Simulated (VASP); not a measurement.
A run of VASP 6.6.1:

File INCAR:

```
SYSTEM = Ta2O5
PREC = Accurate
ENCUT = 520
EDIFF = 1E-6
ISMEAR = 0
SIGMA = 0.05
LREAL = .FALSE.
LASPH = .TRUE.
NELM = 80
ALGO = Normal
ISIF = 2
LWAVE = .FALSE.
LCHARG = .FALSE.
GGA = PS
NBANDS = 35
```

File KPOINTS:

```
Automatic mesh
0
G
  8 8 8
  0 0 0
```

Contents of POSCAR:

```
Ta2O5
1.0
   -2.5243440252      2.5243440252      4.7380228205
    2.5243440252     -2.5243440252      4.7380228205
    2.5243440252      2.5243440252     -4.7380228205
Ta O
2 5
Direct
    0.2005536797      0.2005536797      0.0000000000
    0.7994463203      0.7994463203      0.0000000000
    0.0000000000      0.0000000000      0.0000000000
    0.4739665457     -0.0812871230      0.0000000000
   -0.0812871230      0.4739665457      0.0000000000
    0.0812871230      0.0812871230      0.5552536687
    0.5260334543      0.5260334543      0.4447463313
```

Potentials or basis: VASP PAW PBE potentials, release 64 (Ta_pv, O).

Command:

```console
$ cat potpaw_PBE.64/Ta_pv/POTCAR potpaw_PBE.64/O/POTCAR > POTCAR
$ mpirun -np 1 vasp_std > vasp.out
```

Hardware: 1 thread of AMD EPYC 7R13 Processor (Zen 3), on a shared host.

**Question.** Estimate the wall time of this run.

**Answer.** It took 8.3 min on 1 thread of AMD EPYC 7R13 Processor (Zen 3) (shared host), peak memory 0.4 GiB. Counts: scf iterations 15, k points 59.
